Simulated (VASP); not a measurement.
# As2Se: single point with r2SCAN

Crystal: As2Se.

```
CELL_PARAMETERS angstrom
-3.51421 3.51421 2.62185
3.51421 -3.51421 2.62185
3.51421 3.51421 -2.62185
ATOMIC_POSITIONS crystal
As 0.87500 0.12500 0.75000
As 0.37500 0.12500 0.25000
As 0.87500 0.62500 0.75000
As 0.87500 0.12500 0.25000
Se 0.50000 0.50000 0.00000
Se 0.25000 0.75000 0.50000
```

| Property | Result |
| --- | --- |
| Program | VASP 6.6.1 |
| Task | single point |
| Functional | r2SCAN |
| Potentials or basis | VASP PAW PBE potentials, release 64 (As, Se) |
| Cutoff | 520 eV |
| k mesh | 8 × 8 × 8 |
| Occupations | gaussian, width 0.1 eV |
| Spin | no spin polarisation |

```
Pressure               : -0.1 GPa
Band gap on the k mesh : zero (band 16 reaches 5.14 eV, above the bottom of band 17 at 4.64 eV)
```

Levels at points of the mesh, in eV from the Fermi level:
| k point | band 14 | band 15 | band 16 | band 17 | band 18 | band 19 |
| --- | --- | --- | --- | --- | --- | --- |
| (0.00, 0.00, 0.00) | -2.87 | -2.87 | -1.05 | 2.61 | 3.13 | 3.13 |
| (0.50, 0.00, 0.00) | -1.69 | -0.64 | -0.04 | 0.21 | 0.62 | 1.64 |
| (0.50, 0.50, 0.00) | -1.54 | -1.24 | -1.24 | -0.03 | -0.03 | 2.03 |
| (0.50, 0.50, 0.50) | -0.84 | -0.48 | -0.48 | 0.37 | 0.37 | 0.41 |

Wall time 8.2 min on 1 thread of Intel Xeon 6975P-C, on a shared host, peak memory 0.39 GiB.

Caveat: the PAW data sets were made with another functional, which shifts forces and pressure a little.
